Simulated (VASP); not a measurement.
Runs of VASP 6.6.1 on AlN. It takes space group P6_3mc (No. 186, hexagonal). Conventional cell: a = 3.107 Å, b = 3.107 Å, c = 4.979 Å, α = 90.00°, β = 90.00°, γ = 120.00°. Al (site symmetry 3m) has 4 N at 1.89 to 1.90 Å within 2.5 Å. N (site symmetry 3m) has 4 Al at 1.89 to 1.90 Å within 2.5 Å. 

```tsv
cell	gap on the mesh (eV)	pressure (GPa)
relaxed to 7 GPa from a = 3.107, b = 3.107, c = 4.979 Å, angles 90.0, 90.0, 120.0°, 4 atoms	5.21	7.0
relaxed to 10 GPa from a = 3.107, b = 3.107, c = 4.979 Å, angles 90.0, 90.0, 120.0°, 4 atoms	(a)	10.0
relaxed to 2 GPa from a = 3.107, b = 3.107, c = 4.979 Å, angles 90.0, 90.0, 120.0°, 4 atoms	5.02	2.0
relaxed to 4 GPa from a = 3.107, b = 3.107, c = 4.979 Å, angles 90.0, 90.0, 120.0°, 4 atoms	5.10	4.0
```

Alike in all rows: level r2SCAN; potentials or basis VASP PAW PBE potentials, release 64 (Al, N); no spin polarisation; k mesh 8 × 8 × 4; smearing gaussian 0.01 eV.

Question: Fill in the values left out.

Answer: (a) 5.32.

Caveats: the cell is relaxed towards a set pressure, so the run minimises the enthalpy, not the energy; the PAW data sets were made with another functional, which shifts forces and pressure a little.

